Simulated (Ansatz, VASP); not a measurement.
## SiO2 in VASP and in Ansatz

```
Si O
1.0
    -2.62207    4.87941    4.38958
     2.62207   -4.87941    4.38958
     2.62207    4.87941   -4.38958
Si O
4 8
Direct
  0.93777 0.84787 0.08990
  0.74202 0.15213 0.58990
  0.06223 0.15213 0.91010
  0.25798 0.84787 0.41010
  0.14276 0.89276 0.25000
  0.85724 0.10724 0.75000
  0.80375 0.50000 0.80375
  0.19625 0.00000 0.69625
  0.19625 0.50000 0.19625
  0.80375 0.00000 0.30375
  0.00000 0.00000 0.00000
  0.50000 0.00000 0.50000
```

Alike in both runs: task single point; functional LDA; k mesh 6 × 6 × 6; occupations gaussian, width 0.02 eV; no spin polarisation.

|  | VASP | Ansatz |
| --- | --- | --- |
| version | VASP 6.6.1 | Ansatz 0.2.0 |
| potentials or method | VASP PAW LDA potentials, release 64 (Si, O), cutoff 520 eV | scalar-relativistic, plane waves, PAW |
| valence electrons in the cell | 64 | 64 |

```csv
,VASP,Ansatz,Ansatz less VASP
gap on the k mesh at the Fermi level (eV),5.44,5.44,+0.004
least direct gap on the mesh (eV),5.44,5.44,+0.004
pressure (GPa),-0.6,-1.0,-0.41
"traceless stress, the component that is largest in VASP (GPa)",-0.07,-0.05,+0.025
rms of the force components (eV/Å),0.020,0.002,-0.0180
```

LDA's correlation is that of Perdew and Zunger in VASP and of Perdew and Wang (1992) in Ansatz. Atom by atom the forces differ by 0.019 eV/Å (rms over components).
